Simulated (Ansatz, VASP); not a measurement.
**B3N2: VASP beside Ansatz**

```
CELL_PARAMETERS angstrom
4.03115 0.00000 0.00000
-2.01557 3.49108 0.00000
0.00000 0.00000 2.96601
ATOMIC_POSITIONS crystal
B 0.00000 0.00000 0.75065
B 0.00000 0.00000 0.24935
B 0.66667 0.33333 0.00000
N 0.66667 0.33333 0.50000
N 0.33333 0.66667 0.00000
```

Change from the starting cell: species swapped into the Fe3Ge2 type (P-6m2, No. 187).

Alike in both runs: functional PBE; k mesh 6 × 6 × 4; occupations gaussian, width 0.1 eV; no spin polarisation.

Ansatz relaxed the structure, and its values are those at the end. VASP's run is a single point on that final structure, the one shown.

```csv
,VASP,Ansatz
version,VASP 6.6.1,Ansatz 0.2.0
potentials or method,"VASP PAW PBE potentials, release 64 (B, N), cutoff 520 eV","scalar-relativistic, plane waves, PAW"
valence electrons in the cell,19,19
```

VASP gave:

* gap on the k mesh at the Fermi level (eV): none
* pressure (GPa): -0.2
* rms of the force components (eV/Å): 0.004

What did Ansatz give for the same quantities?

gap on the k mesh at the Fermi level (eV): none; pressure (GPa): 0.0; rms of the force components (eV/Å): 0.001.

A gap of «none» marks a metal or a gap that the smearing closes.

The k mesh is coarse, so the values compare programs but aren't converged.
